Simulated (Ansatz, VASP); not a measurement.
## BeSi2Br in VASP and in Ansatz

```
Be Si Br
1.0
     3.94140    0.00000    0.00000
    -1.97070    3.41336    0.00000
     0.00000    0.00000    6.43117
Be Si Br
1 2 1
Direct
  0.00000 0.00000 0.50000
  0.00000 0.00000 0.72816
  0.00000 0.00000 0.27184
  0.00000 0.00000 0.00000
```

Alike in both runs: task relaxation of cell and atoms; functional PBE; k mesh 6 × 6 × 4; occupations gaussian, width 0.1 eV; no spin polarisation.

|  | VASP | Ansatz |
| --- | --- | --- |
| version | VASP 6.6.1 | Ansatz 0.2.0 |
| potentials or method | VASP PAW PBE potentials, release 64 (Be, Si, Br), cutoff 600 eV | scalar-relativistic, plane waves, PAW |
| valence electrons in the cell | 17 | 17 |

|  | VASP | Ansatz | Ansatz less VASP |
| --- | --- | --- | --- |
| gap on the k mesh at the Fermi level, each at its own relaxed structure (eV) | none | none | - |
| relaxed volume (Å³/atom) | 17.41 | 17.59 | +0.179 |
| relaxed length of the cell vector where the two differ most in proportion (Å) | 10.317 | 10.442 | +0.1250 |

A gap of «none» marks a metal or a gap that the smearing closes.

Noted on VASP's run: the volume moved by over 15 % at a fixed basis, so the end points are rough.
